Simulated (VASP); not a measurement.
A run of VASP 6.6.1 is set up as follows.

File INCAR:

```
PREC = Accurate ; ENCUT = 600
EDIFF = 1E-6 ; ISMEAR = 0
SIGMA = 0.1 ; LREAL = False
LASPH = True ; NELM = 60
ALGO = Normal ; ISIF = 3
LWAVE = False ; LCHARG = False
GGA = PE ; IBRION = 2
NSW = 90 ; EDIFFG = -0.04
```

Contents of KPOINTS:

```
Automatic mesh
0
Gamma
  6 6 4
```

The input POSCAR:

```
VSi2
1.0
    3.6175047855      0.0000000000      0.0000000000
    0.0000000000      3.6175047855      0.0000000000
    0.0000000000      0.0000000000      5.5195946013
V Si
2 4
Direct
    0.0000000000      0.5000000000      0.7000000000
    0.5000000000      0.0000000000      0.3000000000
    0.0000000000      0.0000000000      0.0000000000
    0.5000000000      0.5000000000      0.0000000000
    0.0000000000      0.5000000000      0.2700000000
    0.5000000000      0.0000000000      0.7300000000
```

Potentials or basis: VASP PAW PBE potentials, release 64 (V_sv, Si).

Run with:

```console
$ cat potpaw_PBE.64/V_sv/POTCAR potpaw_PBE.64/Si/POTCAR > POTCAR
$ mpirun -np 1 vasp_std > vasp.out
```

Task: What does it give for the space group after relaxing (to 0.05 Å)?

Result: P4/nmm (No. 129).

Task: What does it give for the relaxed volume?

Result: 13.88 Å³/atom.

Task: What does it give for the band gap on the k mesh?

Result: Zero (band 21 reaches 10.69 eV, above the bottom of band 22 at 8.79 eV).

Task: Estimate the relaxed cell.

Result: a = 3.315 Å, b = 3.315 Å, c = 7.579 Å, α = 90.00°, β = 90.00°, γ = 90.00°.

Final structure:
```yaml
crystal:
  lattice:
    - [3.31464, 0.00000, 0.00000]
    - [0.00000, 3.31464, 0.00000]
    - [0.00000, 0.00000, 7.57937]
  atoms:
    - { symbol: V, position: [0.00000, 0.50000, 0.74945] }
    - { symbol: V, position: [0.50000, 0.00000, 0.25055] }
    - { symbol: Si, position: [0.00000, 0.00000, 0.00000] }
    - { symbol: Si, position: [0.50000, 0.50000, 0.00000] }
    - { symbol: Si, position: [0.00000, 0.50000, 0.41056] }
    - { symbol: Si, position: [0.50000, 0.00000, 0.58944] }
```

Caveat: the volume moved by over 15 % at a fixed basis, so the end points are rough.
